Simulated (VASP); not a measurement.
Runs of VASP 6.6.1 on Al. The cells are those of the table. 

```csv
cell,further INCAR settings,gap on the mesh (eV),pressure (GPa),largest force (eV/Å)
"a = 2.782, b = 2.782, c = 9.181 Å, angles 82.5, 89.4, 109.5°, 4 atoms",ALGO = Fast; EDIFF = 1e-06; NBANDS = 14,none,(b),1.35
"a = 2.782, b = 2.782, c = 9.149 Å, angles 84.2, 88.8, 109.5°, 4 atoms",ALGO = Fast; EDIFF = 1e-06; NBANDS = 14,none,2.5,1.47
"a = 2.782, b = 2.782, c = 9.125 Å, angles 84.8, 91.7, 109.5°, 4 atoms",ALGO = Fast; EDIFF = 1e-06; NBANDS = 14,none,0.7,0.40
"a = 2.782, b = 2.782, c = 9.104 Å, angles 86.5, 91.2, 109.5°, 4 atoms",ALGO = Fast; EDIFF = 1e-07; NBANDS = 14,none,(a),0.32
"a = 2.782, b = 2.782, c = 9.222 Å, angles 80.7, 90.0, 109.5°, 4 atoms",ALGO = Fast; EDIFF = 1e-06; NBANDS = 14,none,1.8,1.03
```

Alike in all rows: task single point; level PBEsol; potentials or basis VASP PAW PBE potentials, release 64 (Al); no spin polarisation; k mesh 16 × 16 × 5; cutoff (eV) 520; smearing gaussian 0.15 eV.

Problem. Fill in the values left out.

Solution. (a) 0.4; (b) 2.3.

Caveats: the PAW data sets were made with another functional, which shifts forces and pressure a little; the stress differs along the axes, from -1 to 7 GPa (at least some runs); the stress differs along the axes, from -0 to 6 GPa (at least some runs); the stress differs along the axes, from -1 to 6 GPa (at least some runs).

A gap of «none» marks levels without a gap at the run's occupations.
